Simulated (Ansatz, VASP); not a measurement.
## One calculation of FePt, two programs

The input INCAR:

```
PREC = Accurate
ENCUT = 520
EDIFF = 1E-6
ISMEAR = -1
SIGMA = 0.05
LREAL = F
LASPH = T
NELM = 150
ALGO = Normal
ISIF = 2
LWAVE = F
LCHARG = F
ISPIN = 2
MAGMOM = 0 3
LORBIT = 11
LMAXMIX = 4
GGA = CA
NBANDS = 20
```

KPOINTS

```
regular mesh
0
Gamma
  10 10 7
```

The input POSCAR:

```
FePt
1.0
    2.6866914338      0.0000000000      0.0000000000
    0.0000000000      2.6866914338      0.0000000000
    0.0000000000      0.0000000000      3.6697235666
Pt Fe
1 1
Direct
    0.5000000000      0.5000000000      0.5000000000
    0.0000000000      0.0000000000      0.0000000000
```

Contents of input.yaml:

```yaml
crystal:
  lattice:
    - [2.6866914338, 0.0, 0.0]
    - [0.0, 2.6866914338, 0.0]
    - [0.0, 0.0, 3.6697235666]
  atoms:
    - { symbol: Pt, position: [0.5, 0.5, 0.5] }
    - { symbol: Fe, position: [0.0, 0.0, 0.0], spin: 3.0 }
kpoints:
  mp_grid: { grid: [10, 10, 7] }
scf:
  occupations: { method: fermi_dirac, width: 0.05 }
hamiltonian:
  xc: lda
  pseudopotentials: { kind: all_electron, lapw: { basis_error: 0.001 } }
magnetization:
  spin_polarized: true
output:
  forces: true
  stress: true
  eigenvalues: true
```

Change from the starting cell: volume scaled by 0.96.

Alike in both runs: task single point; functional LDA; k mesh 10 × 10 × 7; occupations fermi-dirac, width 0.05 eV; collinear spin.

|  | VASP | Ansatz |
| --- | --- | --- |
| version | VASP 6.6.1 | Ansatz 0.2.0 |
| potentials or method | VASP PAW LDA potentials, release 64 (Pt, Fe), cutoff 520 eV | all-electron LAPW, scalar-relativistic |

Ansatz gave:

```
gap on the k mesh at the Fermi level (eV)                     : none
pressure (GPa)                                                : -3.8
traceless stress, the component that is largest in VASP (GPa) : 0.73
net moment per atom (μB)                                      : 1.59
size of the moment on the site where the two differ most (μB) : 2.82
```

Problem. Estimate VASP's values.

Solution. gap on the k mesh at the Fermi level (eV): none; pressure (GPa): -3.8; traceless stress, the component that is largest in VASP (GPa): 0.75; net moment per atom (μB): 1.58; size of the moment on the site where the two differ most (μB): 2.74.

LDA's correlation is that of Perdew and Zunger in VASP and of Perdew and Wang (1992) in Ansatz. Site moments also hang on the region over which each program counts them. A gap of «none» marks a metal or a gap that the smearing closes. Ansatz ran all-electron here, and VASP with PAW potentials.

Neither program's run includes spin-orbit coupling.
